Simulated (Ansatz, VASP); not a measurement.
## Co in VASP and in Ansatz

Contents of INCAR:

```
SYSTEM = Co
PREC = Accurate ; ENCUT = 690
EDIFF = 1E-6 ; ISMEAR = -1
SIGMA = 0.1 ; LREAL = .FALSE.
LASPH = .TRUE. ; NELM = 120
ALGO = Normal ; ISIF = 2
LWAVE = .FALSE. ; LCHARG = .TRUE.
GGA = PE ; LELF = .TRUE.
LVHAR = .TRUE. ; NBANDS = 14
GGA_COMPAT = .FALSE.
```

The input KPOINTS:

```
regular mesh
0
G
  18 18 18
  0 0 0
```

Contents of POSCAR:

```
Co
1.0
    0.0000000000      1.7055420891      1.7055420891
    1.7055420891      0.0000000000      1.7055420891
    1.7055420891      1.7055420891      0.0000000000
Co
1
Direct
    0.0000000000      0.0000000000      0.0000000000
```

Input for Ansatz:

```yaml
crystal:
  lattice:
    - [0.0, 1.7055420891, 1.7055420891]
    - [1.7055420891, 0.0, 1.7055420891]
    - [1.7055420891, 1.7055420891, 0.0]
  atoms:
    - { symbol: Co, position: [0.0, 0.0, 0.0] }
hamiltonian:
  xc: pbe
  pseudopotentials:
    kind: paw
    azcp:
      Co: "pseudopotentials/Co.paw.azcp"
basis:
  ecutwfc: 420
  fft_grid_basis: typed
kpoints:
  mp_grid: { grid: [18, 18, 18], shift: [0, 0, 0] }
magnetization:
  spin_polarized: false
scf:
  occupations: { method: fermi_dirac, width: 0.1 }
  lower_state_search: "off"
output:
  stress: true
```

Alike in both runs: task single point; functional PBE; k mesh 18 × 18 × 18; occupations fermi-dirac, width 0.1 eV; no spin polarisation.

```csv
,VASP,Ansatz
version,VASP 6.6.1,Ansatz 0.2.0
potentials or method,"VASP PAW PBE potentials, release 64 (Co_sv), cutoff 690 eV","plane waves (420 eV) with PAW, scalar-relativistic"
valence electrons in the cell,17,17
```

VASP gave:

| Item | Value |
| --- | --- |
| pressure (GPa) | 9.8 |

Problem. What did Ansatz give for the same quantities?

Solution. Pressure (GPa): 11.3.
